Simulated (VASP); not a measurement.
Write the native input for VASP 6.6.1 that does the following.

```yaml
Task: single point
Functional: PBE
Dispersion: D3(BJ)
Potentials_or_basis: VASP PAW PBE potentials, release 64 (Ti_sv, O)
Cutoff: 520 eV
k_mesh: 9 × 6 × 4
Occupations: fermi-dirac, width 0.05 eV
Spin: no spin polarisation
Dipole_correction: no
Further_INCAR_settings: ALGO = Normal; EDIFF = 1e-06; NBANDS = 46
```

The structure of TiO2 lies in POSCAR:

```
TiO2
1.0
    2.9655210118     -0.0000645179      0.0001177883
    0.0001055669      4.6989048450     -0.0117733924
    1.4824741959      0.2241579721      7.1062258818
Ti O
3 6
Direct
    0.0037420057      0.0003758442      0.0007043786
    0.3450131646      0.4831958598      0.3179684142
    0.6622721769      0.5175563517      0.6834400648
    0.4402544525      0.1883452762      0.1274724723
    0.7784752134      0.2959582850      0.4510272284
    0.1020458205      0.3053596509      0.8038837214
    0.9052240232      0.6953936249      0.1975231368
    0.2287999295      0.7047940788      0.5503794773
    0.5670242036      0.8124080385      0.8739340962
```

The input as run:

INCAR

```
PREC = Accurate ; ENCUT = 520
EDIFF = 1E-6 ; ISMEAR = -1
SIGMA = 0.05 ; LREAL = False
LASPH = True ; NELM = 80
ALGO = Normal ; ISIF = 2
LWAVE = False ; LCHARG = False
GGA = PE ; IVDW = 12
NBANDS = 46
```

KPOINTS

```
regular mesh
0
Gamma
  9 6 4
```

Potentials or basis: VASP PAW PBE potentials, release 64 (Ti_sv, O).

Launch:

```console
$ cat potpaw_PBE.64/Ti_sv/POTCAR potpaw_PBE.64/O/POTCAR > POTCAR
$ mpirun -np 1 vasp_std > vasp.out
```

Results of the run:

The pressure is 0.2 GPa and the largest force is 0.065 eV/Å. The band gap on the k mesh is 2.24 eV (least direct gap 2.28 eV) and the dispersion energy per atom is -0.232 eV.

Caveat: three body term missing; an odd mesh through Γ misses points on the zone boundary, where band edges can lie.

It took 6.9 min on 1 thread of AMD EPYC 7R13 Processor (Zen 3) (shared host), peak memory 0.44 GiB.
